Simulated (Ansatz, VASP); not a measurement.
CdSe in VASP and in Ansatz

```
Cd Se
1.0
     4.30000    0.00000    0.00000
    -2.15000    3.72391    0.00000
     0.00000    0.00000    7.01100
Cd Se
2 2
Direct
  0.33333 0.66667 0.00000
  0.66667 0.33333 0.50000
  0.33333 0.66667 0.50000
  0.66667 0.33333 0.00000
```

Alike in both runs: task single point; functional r2SCAN; k mesh 6 × 6 × 4; occupations gaussian, width 0.1 eV; no spin polarisation.

|  | VASP | Ansatz |
| --- | --- | --- |
| version | VASP 6.6.1 | Ansatz 0.2.0 |
| potentials or method | VASP PAW PBE potentials, release 64 (Cd, Se), cutoff 520 eV | scalar-relativistic, plane waves, PAW |
| valence electrons in the cell | 36 | 72 |

VASP gave:

- gap on the k mesh at the Fermi level (eV): 1.48
- least direct gap on the mesh (eV): 1.48
- pressure (GPa): 5.7
- traceless stress, the component that is largest in VASP (GPa): -7.47

**Question.** What did Ansatz give for the same quantities?

**Answer.** gap on the k mesh at the Fermi level (eV): 1.47; least direct gap on the mesh (eV): 1.47; pressure (GPa): 5.4; traceless stress, the component that is largest in VASP (GPa): -7.18.

VASP's potentials were made for PBE, not for r2SCAN. The functional is the same, so the differences come from potentials, cutoffs and numerics. VASP's potentials hold 36 valence electrons a cell and Ansatz's 72, so a difference there can come from the potentials and not from the codes.
